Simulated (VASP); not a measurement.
C, 4 atoms in the cell. It takes space group P6_3/mmc (No. 194, hexagonal). Conventional cell: a = 2.423 Å, b = 2.423 Å, c = 5.346 Å, α = 90.00°, β = 90.00°, γ = 120.00°. Within 1.9 Å of C (site symmetry -6m2) lie 3 C at 1.40 Å. C (site symmetry -6m2) has 3 C at 1.40 Å within 1.9 Å. 

- Program: VASP 6.6.1
- Task: single point
- Functional: PBE
- Dispersion: D3(BJ)
- Potentials or basis: VASP PAW PBE potentials, release 64 (C)
- Cutoff: 520 eV
- k mesh: 24 × 24 × 8
- Occupations: gaussian, width 0.1 eV
- Spin: no spin polarisation
- Dipole correction: no
- Further INCAR settings: ALGO = Normal; EDIFF = 1e-07; NBANDS = 16

Potentials or basis: VASP PAW PBE potentials, release 64 (C).

Command:

```console
$ cat potpaw_PBE.64/C/POTCAR > POTCAR
$ mpirun -np 1 vasp_std > vasp.out
```

Hardware: 1 thread of Intel Xeon 8259CL, on a shared host.

Q: Estimate the wall time of this run.

A: Run time: 2.5 min on 1 thread of Intel Xeon 8259CL, with other jobs on the host, peak memory 0.22 GiB. Counts: scf iterations 13, k points 305.
